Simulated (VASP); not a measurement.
TaN, 2 atoms in the cell. Symmetry: P-6m2, No. 187, hexagonal system. The conventional cell has a = 2.881 Å, b = 2.881 Å, c = 2.998 Å, α = 90.00°, β = 90.00°, γ = 120.00°. Within 3.0 Å of Ta (site symmetry -6m2) lie 6 N at 2.24 Å and 8 Ta at 2.88 to 3.00 Å. N (site symmetry -6m2) has 6 Ta at 2.24 Å and 8 N at 2.88 to 3.00 Å within 3.0 Å.  This cell differs from its parent crystal: z stretched by +4 % at fixed volume.

```yaml
Program: VASP 6.6.1
Task: single point
Functional: PBE
Potentials_or_basis: VASP PAW PBE potentials, release 64 (Ta_pv, N)
Cutoff: 520 eV
k_mesh: 12 × 12 × 10
Occupations: fermi-dirac, width 0.02 eV
Spin: no spin polarisation
Dipole_correction: no
Further_INCAR_settings: ALGO = Normal; EDIFF = 1e-06; NBANDS = 15
```

Potentials or basis: VASP PAW PBE potentials, release 64 (Ta_pv, N).

Run with:

```bash
$ cat potpaw_PBE.64/Ta_pv/POTCAR potpaw_PBE.64/N/POTCAR > POTCAR
$ mpirun -np 1 vasp_std > vasp.out
```

Hardware: 1 thread of Intel(R) Xeon(R) 6975P-C (Granite Rapids) (shared host).

Problem. Estimate the wall time of this run.

Solution. Run time: 10 s on 1 thread of Intel(R) Xeon(R) 6975P-C (Granite Rapids), on a shared host, peak memory 0.16 GiB. Counts: scf iterations 13, k points 114.
